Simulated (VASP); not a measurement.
A run of VASP 6.6.1:

Contents of INCAR:

```
SYSTEM = AlNi
ALGO = Fast
EDIFF = 1E-6
ENCUT = 520
GGA = PE
ISIF = 2
ISMEAR = 0
LASPH = .True.
LCHARG = .False.
LREAL = .False.
LWAVE = .False.
NBANDS = 14
NELM = 60
PREC = Accurate
SIGMA = 0.1
```

Contents of KPOINTS:

```
k-points
0
Gamma
  24 24 14
  0 0 0
```

Contents of POSCAR:

```
AlNi
1.0
    2.7587042904      0.0000000030      0.0000000000
   -1.3793521478      2.3891079955      0.0000000000
    0.0000000000      0.0000000000      3.8182157146
Al Ni
1 1
Direct
    0.3333333333      0.6666666667      0.0000000000
    0.6666666667      0.3333333333      0.5000000000
```

Potentials or basis: VASP PAW PBE potentials, release 64 (Al, Ni).

Command:

```sh
$ cat potpaw_PBE.64/Al/POTCAR potpaw_PBE.64/Ni/POTCAR > POTCAR
$ mpirun -np 1 vasp_std > vasp.out
```

Hardware: 1 thread of AMD EPYC 9R45 96-Core Processor (Zen 5) (shared host).

**Question.** Estimate the wall time of this run.

**Answer.** Wall time 110 s on 1 thread of AMD EPYC 9R45 96-Core Processor (Zen 5) (shared host), peak memory 0.26 GiB. Counts: scf iterations 15, k points 488.
